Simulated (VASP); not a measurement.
Crystal: Li2Ta.

```
CELL_PARAMETERS angstrom
3.44899 0.00000 0.00000
-1.72450 2.98692 0.00000
0.00000 0.00000 3.72400
ATOMIC_POSITIONS crystal
Li 0.33333 0.66667 0.50000
Li 0.66667 0.33333 0.50000
Ta 0.00000 0.00000 0.00000
```

- Program: VASP 6.6.1
- Task: relaxation of cell and atoms
- Functional: PBE
- Potentials or basis: VASP PAW PBE potentials, release 64 (Li_sv, Ta_pv)
- Cutoff: 600 eV
- k mesh: 6 × 6 × 6
- Occupations: gaussian, width 0.1 eV
- Spin: no spin polarisation

At the start: pressure 13.3 GPa; volume 12.79 Å³/atom.

How do energy, volume and symmetry change on relaxing?

Over 11 steps the energy falls by 240.2 meV/atom and the volume is 13.66 Å³/atom (+6.8 %); space group P6/mmm (No. 191, to 0.05 Å).

The path:
```
step  energy change (eV)  largest force (eV/Å)  pressure (GPa)  volume (Å³)
   1              0.0000                0.0000           13.31        38.36
   2             -0.3344                0.0000           -0.82        44.53
   3             -0.3401                0.0000           -3.09        46.03
   4             -0.4665                0.0000           -3.94        45.83
   5             -0.6010                0.0000           -5.15        45.29
   6             -0.5672                0.0000           -5.94        43.43
   7             -0.6408                0.0000           -5.60        44.91
   8             -0.7058                0.0000            3.19        39.86
   9             -0.7157                0.0000            0.53        41.11
  10             -0.7204                0.0000            0.36        40.99
  11             -0.7206                0.0000            0.31        40.97
```

Final structure:
```yaml
crystal:
  lattice:
    - [3.16052, 0.00000, 0.00000]
    - [-1.58026, 2.73709, 0.00000]
    - [0.00000, 0.00000, 4.73558]
  atoms:
    - { symbol: Li, position: [0.33333, 0.66667, 0.50000] }
    - { symbol: Li, position: [0.66667, 0.33333, 0.50000] }
    - { symbol: Ta, position: [0.00000, 0.00000, 0.00000] }
```

Caveat: the cutoff is under 1.25 times the usual one of these potentials, so pressure, stress and relaxed cells hold a basis-set (Pulay) error.
